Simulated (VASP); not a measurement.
A run of VASP 6.6.1:

The input INCAR:

```
PREC = Accurate ; ENCUT = 500
EDIFF = 1E-6 ; ISMEAR = 0
SIGMA = 0.15 ; LREAL = F
LASPH = T ; NELM = 120
ALGO = Normal ; ISIF = 2
LWAVE = F ; LCHARG = F
GGA = PS ; NBANDS = 36
GGA_COMPAT = F
```

Contents of KPOINTS:

```
regular mesh
0
Gamma
  7 7 4
```

Contents of POSCAR:

```
Ge
1.0
    4.0025417708      0.0000000000      0.0000000000
   -2.0012708854      3.4663028532      0.0000000000
    0.0000000000      0.0000000000      6.5821433023
Ge
4
Direct
    0.6666666667      0.3333333333      0.0626195686
    0.3333333333      0.6666666667      0.5626195686
    0.6666666667      0.3333333333      0.4373804314
    0.3333333333      0.6666666667      0.9373804314
```

Potentials or basis: VASP PAW PBE potentials, release 64 (Ge_d).

The run is started by

```bash
$ cat potpaw_PBE.64/Ge_d/POTCAR > POTCAR
$ mpirun -np 1 vasp_std > vasp.out
```

Hardware: 1 thread of Intel(R) Xeon(R) 6975P-C (Granite Rapids), with other jobs on the host.

Question: How long does it take, and how much memory?

Answer: Wall time 34 s on 1 thread of Intel(R) Xeon(R) 6975P-C (Granite Rapids) (shared host), peak memory 0.21 GiB. Counts: scf iterations 12, k points 24.
